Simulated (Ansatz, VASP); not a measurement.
# One calculation of ScSbTe4, two programs

```
Sc Sb Te
1.0
     5.07208    0.00000    0.00000
     0.00000    5.07208    0.00000
     0.00000    0.00000    7.43723
Sc Sb Te
1 1 4
Direct
  0.50000 0.50000 0.50000
  0.00000 0.00000 0.00000
  0.50000 0.00000 0.73084
  0.00000 0.50000 0.26916
  0.50000 0.00000 0.26916
  0.00000 0.50000 0.73084
```

Change from the starting cell: species swapped into the NaHoF4 type (P4/mmm, No. 123).

Alike in both runs: functional PBE; k mesh 8 × 8 × 6; occupations gaussian, width 0.1 eV; no spin polarisation.

Ansatz relaxed the structure, and its values are those at the end. VASP's run is a single point on that final structure, the one shown.

|  | VASP | Ansatz |
| --- | --- | --- |
| version | VASP 6.6.1 | Ansatz 0.2.0 |
| potentials or method | VASP PAW PBE potentials, release 64 (Sc_sv, Sb, Te), cutoff 520 eV | scalar-relativistic, plane waves, PAW |
| valence electrons in the cell | 40 | 90 |

```tsv
	VASP	Ansatz	Ansatz less VASP
gap on the k mesh at the Fermi level (eV)	none	none	-
pressure (GPa)	0.0	0.0	0.00
rms of the force components (eV/Å)	0.007	0.003	-0.0045
```

A gap of «none» marks a metal or a gap that the smearing closes. The functional is the same, so the differences come from potentials, cutoffs and numerics. VASP's potentials hold 40 valence electrons a cell and Ansatz's 90, so a difference there can come from the potentials and not from the codes.

Neither program's run includes spin-orbit coupling.
